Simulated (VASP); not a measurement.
Wanted: the native input for a VASP 6.6.1 run.

| Quantity | Value |
| --- | --- |
| Task | relaxation of cell and atoms |
| Functional | PBE |
| Potentials or basis | VASP PAW PBE potentials, release 64 (Sr_sv, Ti_sv, O) |
| Cutoff | 600 eV |
| k mesh | 16 × 16 × 8 |
| Occupations | gaussian, width 0.1 eV |
| Spin | no spin polarisation |
| Dipole correction | no |
| Further INCAR settings | ALGO = Normal; EDIFF = 1e-06; IBRION = 2; EDIFFG = -0.01; NSW = 100; ISIF = 3 |

The structure of SrTiO lies in POSCAR:

```
SrTiO
1.0
    2.9698192203      0.0000000000      0.0000000000
    0.0000000000      2.9698192203      0.0000000000
    0.0000000000      0.0000000000      7.0264755474
Sr Ti O
1 1 1
Direct
    0.5000000000      0.5000000000      0.5000000000
    0.5000000000      0.5000000000      0.0000000000
    0.0000000000      0.0000000000      0.0000000000
```

These files were run (other wordings do the same):

INCAR

```
SYSTEM = SrTiO
  PREC = Accurate
  ENCUT = 600
  EDIFF = 1E-6
  ISMEAR = 0
  SIGMA = 0.1
  LREAL = .False.
  LASPH = .True.
  NELM = 60
  ALGO = Normal
  ISIF = 3
  LWAVE = .False.
  LCHARG = .False.
  GGA = PE
  IBRION = 2
  NSW = 100
  EDIFFG = -0.01
```

KPOINTS

```
Automatic mesh
0
Gamma
  16 16 8
  0 0 0
```

Potentials or basis: VASP PAW PBE potentials, release 64 (Sr_sv, Ti_sv, O).

Command:

```bash
$ cat potpaw_PBE.64/Sr_sv/POTCAR potpaw_PBE.64/Ti_sv/POTCAR potpaw_PBE.64/O/POTCAR > POTCAR
$ mpirun -np 1 vasp_std > vasp.out
```

Results of the run:

```yaml
Relaxed_volume: 21.12 Å³/atom
Relaxed_cell: a = 2.981 Å, b = 2.981 Å, c = 7.129 Å, α = 90.00°, β = 90.00°, γ = 90.00°
Space_group_after_relaxing_to_0.05_Å: P4/mmm (No. 123)
Energy_gained_by_relaxing: 1.0 meV/atom
Ionic_steps: 5
Pressure_after_relaxing: 0.0 GPa
Band_gap_on_the_k_mesh: zero (band 14 reaches 5.30 eV, above the bottom of band 15 at 3.19 eV)
```

Wall time 11 min on 1 thread of Intel Xeon 6975P-C (shared host), peak memory 0.49 GiB.
